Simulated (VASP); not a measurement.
# HfO2 (Fm-3m) in VASP: notebook, part 2 of 3

VASP 6.6.1. The steps go on from the part before.

## 3. Single point, r2SCAN

This run uses another cell than the first one, of 11.22 Å³/atom, 1.020 times its volume.

POSCAR

```
HfO2
1.0
    0.0000000000      2.5626794800      2.5626794800
    2.5626794800      0.0000000000      2.5626794800
    2.5626794800      2.5626794800      0.0000000000
Hf O
1 2
Direct
    0.0000000000      0.0000000000      0.0000000000
    0.2500000000      0.2500000000      0.2500000000
    0.7500000000      0.7500000000      0.7500000000
```

INCAR.step1

```
SYSTEM = HfO2
PREC = Accurate ; ENCUT = 520
ISMEAR = -1 ; SIGMA = 0.02
LREAL = .FALSE. ; LASPH = .TRUE.
NELM = 60 ; NBANDS = 18
GGA = PE ; ALGO = Normal
EDIFF = 1E-4 ; LWAVE = .TRUE.
LCHARG = .FALSE.
```

INCAR.step2

```
SYSTEM = HfO2
PREC = Accurate ; ENCUT = 520
EDIFF = 1E-7 ; ISMEAR = -1
SIGMA = 0.02 ; LREAL = .FALSE.
LASPH = .TRUE. ; NELM = 60
ALGO = Normal ; ISIF = 2
LWAVE = .FALSE. ; LCHARG = .FALSE.
METAGGA = R2SCAN ; LMIXTAU = .TRUE.
NBANDS = 18 ; ISTART = 1
```

KPOINTS

```
regular mesh
0
G
  10 10 10
  0 0 0
```

Potentials or basis: VASP PAW PBE potentials, release 64 (Hf_pv, O).

Command:

```bash
$ cat potpaw_PBE.64/Hf_pv/POTCAR potpaw_PBE.64/O/POTCAR > POTCAR
$ cp INCAR.step1 INCAR
$ mpirun -np 1 vasp_std > vasp.out
$ cp INCAR.step2 INCAR
$ mpirun -np 1 vasp_std > vasp.out
```

OUTCAR:

```text
SYSTEM = HfO2
   PREC = Accurate
   ENCUT = 520
   EDIFF = 1E-7
   ISMEAR = -1
   LREAL = .FALSE.
   LASPH = .TRUE.
   NELM = 60
   ISIF = 2
   METAGGA = R2SCAN
   ISTART = 1

 ion  position               nearest neighbor table
   1  0.000  0.000  0.000-   3 2.22   3 2.22   3 2.22   2 2.22   3 2.22   2 2.22   2 2.22   2 2.22

   2  0.250  0.250  0.250-   1 2.22   1 2.22   1 2.22   1 2.22
   3  0.750  0.750  0.750-   1 2.22   1 2.22   1 2.22   1 2.22

  LATTYP: Found a face centered cubic cell.
 ALAT       =     5.1253589600

  Lattice vectors:

 A1 = (   0.0000000000,   2.5626794800,   2.5626794800)
 A2 = (   2.5626794800,   0.0000000000,   2.5626794800)
 A3 = (   2.5626794800,   2.5626794800,   0.0000000000)

Analysis of symmetry for initial positions (statically):
=====================================================================
 Subroutine PRICEL returns:
 Original cell was already a primitive cell.

 Routine SETGRP: Setting up the symmetry group for a
 face centered cubic supercell.

 Subroutine GETGRP returns: Found 48 space group operations
 (whereof 48 operations were pure point group operations)
 out of a pool of 48 trial point group operations.

The static configuration has the point symmetry O_h .

Analysis of symmetry for dynamics (positions and initial velocities):
=====================================================================
 Subroutine PRICEL returns:
 Original cell was already a primitive cell.

 Routine SETGRP: Setting up the symmetry group for a
 face centered cubic supercell.

 Subroutine GETGRP returns: Found 48 space group operations
 (whereof 48 operations were pure point group operations)
 out of a pool of 48 trial point group operations.

The dynamic configuration has the point symmetry O_h .

 Subroutine INISYM returns: Found 48 space group operations
 (whereof 48 operations are pure point group operations),
 and found     1 'primitive' translations

----------------------------------------------------------------------------------------

                                     Primitive cell

  volume of cell :      33.6599

  direct lattice vectors                    reciprocal lattice vectors
     0.000000000  2.562679480  2.562679480    -0.195108286  0.195108286  0.195108286
     2.562679480  0.000000000  2.562679480     0.195108286 -0.195108286  0.195108286
     2.562679480  2.562679480  0.000000000     0.195108286  0.195108286 -0.195108286

  length of vectors
     3.624176077  3.624176077  3.624176077     0.337937464  0.337937464  0.337937464

  position of ions in fractional coordinates (direct lattice)
     0.000000000  0.000000000  0.000000000
     0.250000000  0.250000000  0.250000000
     0.750000000  0.750000000  0.750000000

  ion indices of the primitive-cell ions
   primitive index   ion index
                 1           1
                 2           2
                 3           3

----------------------------------------------------------------------------------------

 KPOINTS: regular mesh

Automatic generation of k-mesh.
 Grid dimensions read from file:
 generate k-points for:   10   10   10

 Generating k-lattice:

  Cartesian coordinates                     Fractional coordinates (reciprocal lattice)
    -0.019510829  0.019510829  0.019510829     0.100000000  0.000000000  0.000000000
     0.019510829 -0.019510829  0.019510829     0.000000000  0.100000000  0.000000000
     0.019510829  0.019510829 -0.019510829     0.000000000  0.000000000  0.100000000

  Length of vectors
     0.033793746  0.033793746  0.033793746

  Shift w.r.t. Gamma in fractional coordinates (k-lattice)
     0.000000000  0.000000000  0.000000000

 Subroutine IBZKPT returns following result:
 ===========================================

 Found     47 irreducible k-points:

 Following reciprocal coordinates:
            Coordinates               Weight
  0.000000  0.000000  0.000000      1.000000
  0.100000  0.000000  0.000000      8.000000
  0.200000  0.000000  0.000000      8.000000
  0.300000  0.000000  0.000000      8.000000
  0.400000  0.000000  0.000000      8.000000
  0.500000  0.000000  0.000000      4.000000
[... 16 lines left out ...]
  0.300000  0.300000  0.000000      6.000000
  0.400000  0.300000  0.000000     24.000000
 [... further k-points ...]
   k-points           NKPTS =     47   k-points in BZ     NKDIM =     47   number of bands    NBANDS=     18
   number of dos      NEDOS =    301   number of ions     NIONS =      3
   total plane-waves  NPLWV =  21952
   dimension x,y,z NGX =    28 NGY =   28 NGZ =   28
   dimension x,y,z NGXF=    56 NGYF=   56 NGZF=   56
   ions per type =               1   2
   NGX,Y,Z   is equivalent  to a cutoff of  12.84, 12.84, 12.84 a.u.
   NGXF,Y,Z  is equivalent  to a cutoff of  25.69, 25.69, 25.69 a.u.
 SYSTEM =  HfO2
   PREC   = accura    normal or accurate (medium, high low for compatibility)
   ISTART =      1    job   : 0-new  1-cont  2-samecut
   ICHARG =      0    charge: 1-file 2-atom 10-const
   ISPIN  =      1    spin polarized calculation?
   LNONCOLLINEAR =      F non collinear calculations
   LSORBIT =      F    spin-orbit coupling
   LASPH  =      T    aspherical Exc in radial PAW
   ENCUT  =  520.0 eV  38.22 Ry    6.18 a.u.   6.74  6.74  6.74*2*pi/ulx,y,z
   NELM   =     60;   NELMIN=  2; NELMDL=  0     # of ELM steps
   EDIFF  = 0.1E-06   stopping-criterion for ELM
   LREAL  =      F    real-space projection
   EDIFFG = 0.1E-05   stopping-criterion for IOM
   NSW    =      0    number of steps for IOM
   IBRION =     -1    ionic relax: 0-MD 1-quasi-New 2-CG
   NFREE  =      0    steps in history (QN), initial steepest desc. (CG)
   ISIF   =      2    stress and relaxation
   ISYM   =      2    0-nonsym 1-usesym 2-fastsym
   POTIM  = 0.5000    time-step for ionic-motion
   TEBEG  =    0.0;   TEEND  =   0.0 temperature during run
   PSTRESS=    0.0 pullay stress
   NELECT =      22.0000    total number of electrons
   NUPDOWN=      -1.0000    fix difference up-down
   EMIN   =  10.00;   EMAX   =-10.00  energy-range for DOS
   EFERMI =   0.00;   METHOD = LEGACY
   ISMEAR =    -1;   SIGMA  =   0.02  broadening in eV -4-tet -1-fermi 0-gaus
   EFERMI_NEDOS =   21; number of points for ismear=-14 and -15
   IALGO  =     38    algorithm
   IMIX   =      4    mixing-type and parameters
     AMIX     =   0.40;   BMIX     =  1.00
     AMIX_MAG =   1.60;   BMIX_MAG =  1.00
  volume/ion in A,a.u.               =      11.22        75.72
  Fermi-wavevector in a.u.,A,eV,Ry     =   1.420730  2.684790 27.462988  2.018473
  Thomas-Fermi vector in A             =   2.541614
   LORBIT       =      0    0 simple, 1 ext, 2 COOP (PROOUT), +10 PAW based schemes
   METAGGA = R2SCAN    functional components
   LHFCALC =     F    Hartree Fock is set to
   AEXX    =    0.0000 exact exchange contribution
   IVDW    =     0    specifies the selected vdW correction
   LEPSILON=     F    determine dielectric tensor
   LRPA    =     F    only Hartree local field effects (RPA)
 non-spin polarized calculation
  energy-cutoff  :      520.00
  volume of cell :       33.66
 maximum number of plane-waves:       934
   NGX = 13   NGY = 13   NGZ = 13

 number of electron      21.9999994 magnetization

 Free energy of the ion-electron system (eV)
  ---------------------------------------------------
  ext. energy  EPLUGINS =         0.00000000
  ---------------------------------------------------
  free energy    TOTEN  =       -68.47790948 eV

  energy without entropy =      -68.47790948  energy(sigma->0) =      -68.47790948

 E-fermi :   4.0134     XC(G=0): -12.3897

 val. band max:        3.6384477749   @ k =   0.5000   0.5000   0.0000
 cond. band min:       7.8349903470   @ k =   0.5000   0.5000   0.0000
 fundamental gap:      4.1965425721
 Fermi energy:         4.0133893453

 k-point     1 :       0.0000    0.0000    0.0000
  band No.  band energies     occupation
      1     -27.1846      2.00000
      2     -27.1846      2.00000
      3     -27.1846      2.00000
      4     -15.8887      2.00000
      5     -13.0456      2.00000
      6      -1.6011      2.00000
[... 10 lines left out ...]
     17      14.2144      0.00000
     18      16.0865      0.00000
[... 463 lines left out ...]
 k-point    24 :       0.4000    0.3000    0.0000
  band No.  band energies     occupation
      1     -27.5075      2.00000
      2     -27.2797      2.00000
      3     -27.2651      2.00000
      4     -14.3757      2.00000
      5     -14.0203      2.00000
      6      -1.6809      2.00000
[... 10 lines left out ...]
     17      14.3143      0.00000
     18      16.0810      0.00000

 [... further k-points ...]
[... 5 lines left out ...]
  --------------------------------------------------------------------------------------
  -------------------------------------------------------------------------------------
  Total       -2.8207470     -2.8207470     -2.8207470      0.0000000      0.0000000      0.0000000
  in kB     -134.2647012   -134.2647012   -134.2647012      0.0000000      0.0000000      0.0000000
  external PRESSURE =    -134.2647012 kB  Pullay stress =       0.0000000 kB

 VOLUME and BASIS-vectors are now :
 -----------------------------------------------------------------------------
  energy-cutoff  :      520.00
  volume of cell :       33.66
      direct lattice vectors                 reciprocal lattice vectors
     0.000000000  2.562679480  2.562679480    -0.195108286  0.195108286  0.195108286
     2.562679480  0.000000000  2.562679480     0.195108286 -0.195108286  0.195108286
     2.562679480  2.562679480  0.000000000     0.195108286  0.195108286 -0.195108286

 POSITION                                       TOTAL-FORCE (eV/Angst)
 -----------------------------------------------------------------------------------
      0.00000      0.00000      0.00000        -0.000000     -0.000000     -0.000000
      1.28134      1.28134      1.28134        -0.000000     -0.000000     -0.000000
      3.84402      3.84402      3.84402         0.000000      0.000000      0.000000
 -----------------------------------------------------------------------------------
    total drift:                                0.000000      0.000000      0.000000

  FREE ENERGIE OF THE ION-ELECTRON SYSTEM (eV)
  ---------------------------------------------------
  free  energy   TOTEN  =       -68.4779094772 eV

  energy  without entropy=      -68.4779094772  energy(sigma->0) =      -68.47790948
```

Wall time 1.9 min (1 thread of Intel Xeon Platinum 8488C (Sapphire Rapids), shared host); peak memory 0.18 GiB.

Results:

| Item | Value |
| --- | --- |
| Free energy | -68.4779 eV |
| Pressure | -13.4 GPa |
| Band gap on the k mesh | 4.20 eV, direct |

Caveat: the PAW data sets were made with another functional, which shifts forces and pressure a little; spin-orbit coupling is left out, which moves the levels of the heavy elements. r2SCAN opens gaps a little over a GGA but as a rule still falls short of measured ones.

## 4. Single point, r2SCAN

This run uses another cell than the first one, of 11.44 Å³/atom, 1.039 times its volume.

POSCAR

```
HfO2
1.0
    0.0000000000      2.5790027200      2.5790027200
    2.5790027200      0.0000000000      2.5790027200
    2.5790027200      2.5790027200      0.0000000000
Hf O
1 2
Direct
    0.0000000000      0.0000000000      0.0000000000
    0.2500000000      0.2500000000      0.2500000000
    0.7500000000      0.7500000000      0.7500000000
```

INCAR.step1

```
PREC = Accurate ; ENCUT = 520
ISMEAR = -1 ; SIGMA = 0.02
LREAL = F ; LASPH = T
NELM = 60 ; NBANDS = 18
GGA = PE ; ALGO = Normal
EDIFF = 1E-4 ; LWAVE = T
LCHARG = F
```

INCAR.step2

```
PREC = Accurate ; ENCUT = 520
EDIFF = 1E-7 ; ISMEAR = -1
SIGMA = 0.02 ; LREAL = F
LASPH = T ; NELM = 60
ALGO = Normal ; ISIF = 2
LWAVE = F ; LCHARG = F
METAGGA = R2SCAN ; LMIXTAU = T
NBANDS = 18 ; ISTART = 1
```

KPOINTS

```
Automatic mesh
0
Gamma
  10 10 10
```

Potentials or basis: VASP PAW PBE potentials, release 64 (Hf_pv, O).

Command:

```bash
$ cat potpaw_PBE.64/Hf_pv/POTCAR potpaw_PBE.64/O/POTCAR > POTCAR
$ cp INCAR.step1 INCAR
$ mpirun -np 1 vasp_std > vasp.out
$ cp INCAR.step2 INCAR
$ mpirun -np 1 vasp_std > vasp.out
```

OUTCAR:

```text
PREC = Accurate
   ENCUT = 520
   EDIFF = 1E-7
   ISMEAR = -1
   LREAL = F
   LASPH = T
   NELM = 60
   ISIF = 2
   METAGGA = R2SCAN
   ISTART = 1

 ion  position               nearest neighbor table
   1  0.000  0.000  0.000-   3 2.23   3 2.23   3 2.23   2 2.23   3 2.23   2 2.23   2 2.23   2 2.23

   2  0.250  0.250  0.250-   1 2.23   1 2.23   1 2.23   1 2.23
   3  0.750  0.750  0.750-   1 2.23   1 2.23   1 2.23   1 2.23

  LATTYP: Found a face centered cubic cell.
 ALAT       =     5.1580054400

  Lattice vectors:

 A1 = (   0.0000000000,   2.5790027200,   2.5790027200)
 A2 = (   2.5790027200,   0.0000000000,   2.5790027200)
 A3 = (   2.5790027200,   2.5790027200,   0.0000000000)

Analysis of symmetry for initial positions (statically):
=====================================================================
 Subroutine PRICEL returns:
 Original cell was already a primitive cell.

 Routine SETGRP: Setting up the symmetry group for a
 face centered cubic supercell.

 Subroutine GETGRP returns: Found 48 space group operations
 (whereof 48 operations were pure point group operations)
 out of a pool of 48 trial point group operations.

The static configuration has the point symmetry O_h .

Analysis of symmetry for dynamics (positions and initial velocities):
=====================================================================
 Subroutine PRICEL returns:
 Original cell was already a primitive cell.

 Routine SETGRP: Setting up the symmetry group for a
 face centered cubic supercell.

 Subroutine GETGRP returns: Found 48 space group operations
 (whereof 48 operations were pure point group operations)
 out of a pool of 48 trial point group operations.

The dynamic configuration has the point symmetry O_h .

 Subroutine INISYM returns: Found 48 space group operations
[... 108 lines left out ...]
   TEBEG  =    0.0;   TEEND  =   0.0 temperature during run
   PSTRESS=    0.0 pullay stress
   NELECT =      22.0000    total number of electrons
   NUPDOWN=      -1.0000    fix difference up-down
   EMIN   =  10.00;   EMAX   =-10.00  energy-range for DOS
   EFERMI =   0.00;   METHOD = LEGACY
   ISMEAR =    -1;   SIGMA  =   0.02  broadening in eV -4-tet -1-fermi 0-gaus
   EFERMI_NEDOS =   21; number of points for ismear=-14 and -15
   IALGO  =     38    algorithm
   IMIX   =      4    mixing-type and parameters
     AMIX     =   0.40;   BMIX     =  1.00
     AMIX_MAG =   1.60;   BMIX_MAG =  1.00
  volume/ion in A,a.u.               =      11.44        77.17
  Fermi-wavevector in a.u.,A,eV,Ry     =   1.411737  2.667797 27.116446  1.993003
  Thomas-Fermi vector in A             =   2.533558
   LORBIT       =      0    0 simple, 1 ext, 2 COOP (PROOUT), +10 PAW based schemes
   METAGGA = R2SCAN    functional components
   LHFCALC =     F    Hartree Fock is set to
   AEXX    =    0.0000 exact exchange contribution
   IVDW    =     0    specifies the selected vdW correction
   LEPSILON=     F    determine dielectric tensor
   LRPA    =     F    only Hartree local field effects (RPA)
 non-spin polarized calculation
  energy-cutoff  :      520.00
  volume of cell :       34.31
 maximum number of plane-waves:       941
   NGX = 13   NGY = 13   NGZ = 13

 number of electron      21.9999996 magnetization

 Free energy of the ion-electron system (eV)
  ---------------------------------------------------
  ext. energy  EPLUGINS =         0.00000000
  ---------------------------------------------------
  free energy    TOTEN  =       -68.41666978 eV

  energy without entropy =      -68.41666978  energy(sigma->0) =      -68.41666978

 E-fermi :   3.8828     XC(G=0): -12.2807

 val. band max:        3.4827470270   @ k =   0.5000   0.5000   0.0000
 cond. band min:       7.6218509167   @ k =   0.5000   0.5000   0.0000
 fundamental gap:      4.1391038898
 Fermi energy:         3.8827922340

 k-point     1 :       0.0000    0.0000    0.0000
  band No.  band energies     occupation
      1     -27.4369      2.00000
      2     -27.4369      2.00000
      3     -27.4369      2.00000
      4     -15.9291      2.00000
      5     -13.1782      2.00000
      6      -1.6426      2.00000
[... 481 lines left out ...]
      5     -14.1130      2.00000
      6      -1.7389      2.00000
[... 10 lines left out ...]
     17      13.9857      0.00000
     18      15.7976      0.00000

 [... further k-points ...]
[... 5 lines left out ...]
  --------------------------------------------------------------------------------------
  -------------------------------------------------------------------------------------
  Total       -3.7312896     -3.7312896     -3.7312896     -0.0000000      0.0000000     -0.0000000
  in kB     -174.2545570   -174.2545570   -174.2545570     -0.0000000      0.0000000     -0.0000000
  external PRESSURE =    -174.2545570 kB  Pullay stress =       0.0000000 kB

 VOLUME and BASIS-vectors are now :
 -----------------------------------------------------------------------------
  energy-cutoff  :      520.00
  volume of cell :       34.31
      direct lattice vectors                 reciprocal lattice vectors
     0.000000000  2.579002720  2.579002720    -0.193873390  0.193873390  0.193873390
     2.579002720  0.000000000  2.579002720     0.193873390 -0.193873390  0.193873390
     2.579002720  2.579002720  0.000000000     0.193873390  0.193873390 -0.193873390

 POSITION                                       TOTAL-FORCE (eV/Angst)
 -----------------------------------------------------------------------------------
      0.00000      0.00000      0.00000         0.000000      0.000000     -0.000000
      1.28950      1.28950      1.28950        -0.000000     -0.000000     -0.000000
      3.86850      3.86850      3.86850         0.000000      0.000000      0.000000
 -----------------------------------------------------------------------------------
    total drift:                                0.000000      0.000000      0.000000

  FREE ENERGIE OF THE ION-ELECTRON SYSTEM (eV)
  ---------------------------------------------------
  free  energy   TOTEN  =       -68.4166697807 eV

  energy  without entropy=      -68.4166697807  energy(sigma->0) =      -68.41666978
```

Run time: 1.8 min. Hardware: 1 thread of Intel Xeon Platinum 8488C (Sapphire Rapids), shared host; peak memory 0.18 GiB.

Results:

```
Free energy            : -68.4167 eV
Pressure               : -17.4 GPa
Band gap on the k mesh : 4.14 eV, direct
```

Caveat: the PAW data sets were made with another functional, which shifts forces and pressure a little; spin-orbit coupling is left out, which moves the levels of the heavy elements. r2SCAN opens gaps a little over a GGA but as a rule still falls short of measured ones.

(Continued in part 3 of 3.)
